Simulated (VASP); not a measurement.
# Si (Fd-3m) in VASP: notebook

Runs on Si. Level: PBE. Tasks: single point.

Program: VASP 6.6.1. These are calculated values, not measurements. Logs are shortened: lines on timing, memory, paths and dates and some standing lists are left out, and cuts for length are marked.

## 1. The cell of the first run

It takes space group Fd-3m (No. 227, cubic). The conventional cell has a = 5.226 Å, b = 5.226 Å, c = 5.226 Å, α = 90.00°, β = 90.00°, γ = 90.00°. Si (site symmetry -43m) has 4 Si at 2.26 Å within 3.0 Å.

## 2. Single point, PBE (strain -4.0%)

Input file INCAR:

```
PREC = Accurate
ENCUT = 500
EDIFF = 1E-6
ISMEAR = 0
SIGMA = 0.01
LREAL = False
LASPH = True
NELM = 120
ALGO = Normal
ISIF = 2
LWAVE = False
LCHARG = False
GGA = PE
NBANDS = 11
GGA_COMPAT = False
```

Input file KPOINTS:

```
regular mesh
0
Gamma
  4 4 4
```

Input file POSCAR:

```
Si
1.0
    0.0000000000      2.6132341398      2.6132341398
    2.6132341398      0.0000000000      2.6132341398
    2.6132341398      2.6132341398      0.0000000000
Si
2
Direct
    0.0000000000      0.0000000000      0.0000000000
    0.2500000000      0.2500000000      0.2500000000
```

Potentials or basis: VASP PAW PBE potentials, release 64 (Si).

Run with:

```console
cat potpaw_PBE.64/Si/POTCAR > POTCAR
mpirun -np 1 vasp_std > vasp.out
```

OUTCAR:

```text
PREC = Accurate
   ENCUT = 500
   EDIFF = 1E-6
   ISMEAR = 0
   LREAL = False
   LASPH = True
   NELM = 120
   ISIF = 2
   GGA = PE

 ion  position               nearest neighbor table
   1  0.000  0.000  0.000-   2 2.26   2 2.26   2 2.26   2 2.26
   2  0.250  0.250  0.250-   1 2.26   1 2.26   1 2.26   1 2.26

  LATTYP: Found a face centered cubic cell.
 ALAT       =     5.2264682796

  Lattice vectors:

 A1 = (   0.0000000000,   2.6132341398,   2.6132341398)
 A2 = (   2.6132341398,   0.0000000000,   2.6132341398)
 A3 = (   2.6132341398,   2.6132341398,   0.0000000000)

Analysis of symmetry for initial positions (statically):
=====================================================================
 Subroutine PRICEL returns:
 Original cell was already a primitive cell.

 Routine SETGRP: Setting up the symmetry group for a
 face centered cubic supercell.

 Subroutine GETGRP returns: Found 48 space group operations
 (whereof 24 operations were pure point group operations)
 out of a pool of 48 trial point group operations.

The static configuration has the point symmetry T_d .
 The point group associated with its full space group is O_h .

Analysis of symmetry for dynamics (positions and initial velocities):
=====================================================================
 Subroutine PRICEL returns:
 Original cell was already a primitive cell.

 Routine SETGRP: Setting up the symmetry group for a
 face centered cubic supercell.

 Subroutine GETGRP returns: Found 48 space group operations
 (whereof 24 operations were pure point group operations)
 out of a pool of 48 trial point group operations.

The dynamic configuration has the point symmetry T_d .
 The point group associated with its full space group is O_h .

 Subroutine INISYM returns: Found 48 space group operations
 (whereof 24 operations are pure point group operations),
 and found     1 'primitive' translations

----------------------------------------------------------------------------------------

                                     Primitive cell

  volume of cell :      35.6915

  direct lattice vectors                    reciprocal lattice vectors
     0.000000000  2.613234140  2.613234140    -0.191333793  0.191333793  0.191333793
     2.613234140  0.000000000  2.613234140     0.191333793 -0.191333793  0.191333793
     2.613234140  2.613234140  0.000000000     0.191333793  0.191333793 -0.191333793

  length of vectors
     3.695671162  3.695671162  3.695671162     0.331399851  0.331399851  0.331399851
[... 72 lines left out ...]
   POTIM  = 0.5000    time-step for ionic-motion
   TEBEG  =    0.0;   TEEND  =   0.0 temperature during run
   PSTRESS=    0.0 pullay stress
   NELECT =       8.0000    total number of electrons
   NUPDOWN=      -1.0000    fix difference up-down
   EMIN   =  10.00;   EMAX   =-10.00  energy-range for DOS
   EFERMI =   0.00;   METHOD = LEGACY
   ISMEAR =     0;   SIGMA  =   0.01  broadening in eV -4-tet -1-fermi 0-gaus
   EFERMI_NEDOS =   21; number of points for ismear=-14 and -15
   IALGO  =     38    algorithm
   IMIX   =      4    mixing-type and parameters
     AMIX     =   0.40;   BMIX     =  1.00
     AMIX_MAG =   1.60;   BMIX_MAG =  1.00
  volume/ion in A,a.u.               =      17.85       120.43
  Fermi-wavevector in a.u.,A,eV,Ry     =   0.994451  1.879239 13.455234  0.988932
  Thomas-Fermi vector in A             =   2.126403
   LORBIT       =      0    0 simple, 1 ext, 2 COOP (PROOUT), +10 PAW based schemes
   GGA     = PE    functional components
   LHFCALC =     F    Hartree Fock is set to
   AEXX    =    0.0000 exact exchange contribution
   IVDW    =     0    specifies the selected vdW correction
   LEPSILON=     F    determine dielectric tensor
   LRPA    =     F    only Hartree local field effects (RPA)
 non-spin polarized calculation
 Gauss-broadening in eV      SIGMA  =   0.01
  energy-cutoff  :      500.00
  volume of cell :       35.69
 maximum number of plane-waves:       934
 NGX is ok and might be reduce to    28
   NGX = 13   NGY = 13   NGZ = 13

 number of electron       7.9999999 magnetization

 Free energy of the ion-electron system (eV)
  ---------------------------------------------------
  ext. energy  EPLUGINS =         0.00000000
  ---------------------------------------------------
  free energy    TOTEN  =       -10.40700023 eV

  energy without entropy =      -10.40700023  energy(sigma->0) =      -10.40700023

 E-fermi :   7.1530     XC(G=0):  -9.8400

 val. band max:        7.1006380551   @ k =   0.0000   0.0000   0.0000
 cond. band min:       7.5331062687   @ k =   0.5000   0.5000   0.0000
 fundamental gap:      0.4324682137
 Fermi energy:         7.1529924210

 k-point     1 :       0.0000    0.0000    0.0000
  band No.  band energies     occupation
      1      -5.7005      2.00000
      2       7.1006      2.00000
      3       7.1006      2.00000
      4       7.1006      2.00000
      5       9.6830      0.00000
      6       9.6830      0.00000
      7       9.6830      0.00000
      8      11.8540      0.00000
      9      14.8424      0.00000
     10      14.8424      0.00000
     11      15.5314      0.00000
[... 85 lines left out ...]
 k-point     8 :      -0.2500    0.5000    0.2500
  band No.  band energies     occupation
      1      -0.8924      2.00000
      2      -0.8924      2.00000
      3       2.7177      2.00000
      4       2.7177      2.00000
      5      11.3333      0.00000
      6      11.3333      0.00000
      7      12.4725      0.00000
      8      12.4725      0.00000
      9      18.3854      0.00000
     10      18.3854      0.00000
     11      21.1382      0.00000

------------------------ aborting loop because EDIFF is reached ----------------------------------------

  FORCE on cell =-STRESS in cart. coord.  units (eV):
  Direction    XX          YY          ZZ          XY          YZ          ZX
  --------------------------------------------------------------------------------------
  -------------------------------------------------------------------------------------
  Total        3.8215272      3.8215272      3.8215272     -0.0000000      0.0000000     -0.0000000
  in kB      171.5467824    171.5467824    171.5467824     -0.0000000      0.0000000     -0.0000000
  external PRESSURE =     171.5467824 kB  Pullay stress =       0.0000000 kB

 VOLUME and BASIS-vectors are now :
 -----------------------------------------------------------------------------
  energy-cutoff  :      500.00
  volume of cell :       35.69
      direct lattice vectors                 reciprocal lattice vectors
     0.000000000  2.613234140  2.613234140    -0.191333793  0.191333793  0.191333793
     2.613234140  0.000000000  2.613234140     0.191333793 -0.191333793  0.191333793
     2.613234140  2.613234140  0.000000000     0.191333793  0.191333793 -0.191333793

 POSITION                                       TOTAL-FORCE (eV/Angst)
 -----------------------------------------------------------------------------------
      0.00000      0.00000      0.00000         0.000000     -0.000000      0.000000
      1.30662      1.30662      1.30662        -0.000000      0.000000     -0.000000
 -----------------------------------------------------------------------------------
    total drift:                                0.000000      0.000000     -0.000000

  FREE ENERGIE OF THE ION-ELECTRON SYSTEM (eV)
  ---------------------------------------------------
  free  energy   TOTEN  =       -10.4070002297 eV

  energy  without entropy=      -10.4070002297  energy(sigma->0) =      -10.40700023
```

Run time: 6.6 s. Hardware: 1 thread of Intel Xeon 8259CL, shared host; peak memory 0.14 GiB.

Results:

- Free energy: -10.4070 eV
- Pressure: 17.2 GPa
- Band gap on the k mesh: 0.43 eV, indirect (least direct gap 2.58 eV)

Levels at points of the mesh, in eV from the valence-band top:
| k point | band 1 | band 2 | band 3 | band 4 | band 5 | band 6 | band 7 | band 8 |
| --- | --- | --- | --- | --- | --- | --- | --- | --- |
| (0.00, 0.00, 0.00) | -12.80 | 0.00 | 0.00 | 0.00 | 2.58 | 2.58 | 2.58 | 4.75 |
| (0.50, 0.00, 0.00) | -10.16 | -7.56 | -1.30 | -1.30 | 1.94 | 3.24 | 3.24 | 7.84 |
| (0.50, 0.50, 0.00) | -8.22 | -8.22 | -3.18 | -3.18 | 0.43 | 0.43 | 11.12 | 11.12 |

Caveat: the k points lie up to 0.52 Å⁻¹ apart; the cell differs from its parent crystal (strain -4.0%). A k mesh can miss the band edges.

## 3. Single point, PBE (strain -3.0%)

Input file INCAR:

```
  ALGO = Normal
  EDIFF = 1E-6
  ENCUT = 500
  GGA = PE
  GGA_COMPAT = F
  ISIF = 2
  ISMEAR = 0
  LASPH = T
  LCHARG = F
  LREAL = F
  LWAVE = F
  NBANDS = 11
  NELM = 120
  PREC = Accurate
  SIGMA = 0.01
```

Input file KPOINTS:

```
k-points
0
Gamma
  4 4 4
```

Input file POSCAR:

```
Si
1.0
    0.0000000000      2.6404553288      2.6404553288
    2.6404553288      0.0000000000      2.6404553288
    2.6404553288      2.6404553288      0.0000000000
Si
2
Direct
    0.0000000000      0.0000000000      0.0000000000
    0.2500000000      0.2500000000      0.2500000000
```

Potentials or basis: VASP PAW PBE potentials, release 64 (Si).

Run with:

```console
cat potpaw_PBE.64/Si/POTCAR > POTCAR
mpirun -np 1 vasp_std > vasp.out
```

Wall time 6.6 s (1 thread of Intel Xeon 8259CL, shared host); peak memory 0.14 GiB.

Results (log left out):

| Quantity | Value |
| --- | --- |
| Free energy | -10.5112 eV |
| Pressure | 12.6 GPa |
| Band gap on the k mesh | 0.51 eV, indirect (least direct gap 2.57 eV) |

Levels at points of the mesh, in eV from the valence-band top:
```
           k point  band 1  band 2  band 3  band 4  band 5  band 6  band 7  band 8  band 9
(0.00, 0.00, 0.00)  -12.57    0.00    0.00    0.00    2.57    2.57    2.57    4.37    7.73
(0.50, 0.00, 0.00)  -10.01   -7.40   -1.28   -1.28    1.83    3.26    3.26    7.81   10.75
(0.50, 0.50, 0.00)   -8.10   -8.10   -3.09   -3.09    0.51    0.51   10.84   10.84   11.23
```

Caveat: the k points lie up to 0.52 Å⁻¹ apart; the cell differs from its parent crystal (strain -3.0%).
